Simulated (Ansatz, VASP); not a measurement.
**Mg5CdSe6 in VASP and in Ansatz**

```
Mg Cd Se
1.0
     3.92367    0.00000    0.00000
    -1.96183    3.39799    0.00000
     0.00000    0.00000   19.23842
Mg Cd Se
5 1 6
Direct
  0.33333 0.66667 0.82932
  0.66667 0.33333 0.66465
  0.00000 0.00000 0.50000
  0.33333 0.66667 0.33535
  0.66667 0.33333 0.17068
  0.00000 0.00000 0.00000
  0.00000 0.00000 0.74691
  0.33333 0.66667 0.58231
  0.66667 0.33333 0.41769
  0.00000 0.00000 0.25309
  0.33333 0.66667 0.08906
  0.66667 0.33333 0.91094
```

Alike in both runs: functional PBE; k mesh 12 × 12 × 2; occupations gaussian, width 0.02 eV; no spin polarisation.

Ansatz relaxed the structure, and its values are those at the end. VASP's run is a single point on that final structure, the one shown.

|  | VASP | Ansatz |
| --- | --- | --- |
| version | VASP 6.6.1 | Ansatz 0.2.0 |
| potentials or method | VASP PAW PBE potentials, release 64 (Mg, Cd, Se), cutoff 520 eV | scalar-relativistic, plane waves, PAW |
| valence electrons in the cell | 58 | 166 |

```csv
,VASP,Ansatz,Ansatz less VASP
gap on the k mesh at the Fermi level (eV),1.09,1.10,+0.016
least direct gap on the mesh (eV),1.52,1.54,+0.016
pressure (GPa),0.0,0.0,+0.04
rms of the force components (eV/Å),0.010,0.000,-0.0096
```

VASP's potentials hold 58 valence electrons a cell and Ansatz's 166, so a difference there can come from the potentials and not from the codes.
